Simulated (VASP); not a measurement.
Input of a VASP 6.6.1 run:

POSCAR

```
C
1.0
    3.5602834153      0.0000000000      0.0000000000
    0.0000000000     -3.5602834153      0.0000000000
    0.0000000000      0.0000000000     -3.5602834153
C
8
Direct
    0.5000000000      0.0000000000      0.0140438258
    0.0000000000      0.5000000000      0.0000000000
    0.0000000000      0.0000000000      0.5000000000
    0.5000000000      0.5000000000      0.5000000000
    0.7500000000      0.7500000000      0.7500000000
    0.2500000000      0.2500000000      0.7500000000
    0.2500000000      0.7500000000      0.2500000000
    0.7500000000      0.2500000000      0.2500000000
```

The input INCAR.step1:

```
SYSTEM = C
ALGO = Normal ; EDIFF = 1E-5
ENCUT = 910 ; GGA = PE
GGA_COMPAT = .False. ; ISMEAR = 0
LASPH = .True. ; LCHARG = .False.
LREAL = .False. ; LWAVE = .True.
NBANDS = 26 ; NELM = 120
PREC = Accurate ; SIGMA = 0.05
```

Contents of INCAR.step2:

```
SYSTEM = C
ALGO = Normal ; EDIFF = 1E-6
ENCUT = 910 ; GGA_COMPAT = .False.
ISIF = 2 ; ISMEAR = 0
ISTART = 1 ; LASPH = .True.
LCHARG = .False. ; LMIXTAU = .True.
LREAL = .False. ; LWAVE = .False.
METAGGA = R2SCAN ; NBANDS = 26
NELM = 120 ; PREC = Accurate
SIGMA = 0.05
```

KPOINTS

```
k-points
0
Gamma
  6 6 6
  0 0 0
```

Potentials or basis: VASP PAW PBE potentials, release 64 (C_h).

Launch:

```sh
$ cat potpaw_PBE.64/C_h/POTCAR > POTCAR
$ cp INCAR.step1 INCAR
$ mpirun -np 1 vasp_std > vasp.out
$ cp INCAR.step2 INCAR
$ mpirun -np 1 vasp_std > vasp.out
```

Question: Predict the band gap on the k mesh.

Answer: 4.17 eV.

Question: What does it give for the largest force?

Answer: 2.298 eV/Å.

Question: Estimate the pressure.

Answer: -0.6 GPa.

Forces in eV/Å, atoms in the order of the input:
```
C    0.000  0.000  2.298
C    0.000  0.000  0.316
C    0.000  0.000 -0.344
C    0.000  0.000 -0.344
C   -0.118 -0.118 -0.458
C    0.118  0.118 -0.458
C   -0.165  0.165 -0.505
C    0.165 -0.165 -0.505
```

Caveat: the cell differs from its parent crystal (atom 1 (C) moved -0.050 Å along Cartesian [0 0 1]); the cutoff is under 1.25 times the usual one of these potentials, so pressure, stress and relaxed cells hold a basis-set (Pulay) error; the PAW data sets were made with another functional, which shifts forces and pressure a little. A k mesh can miss the band edges.
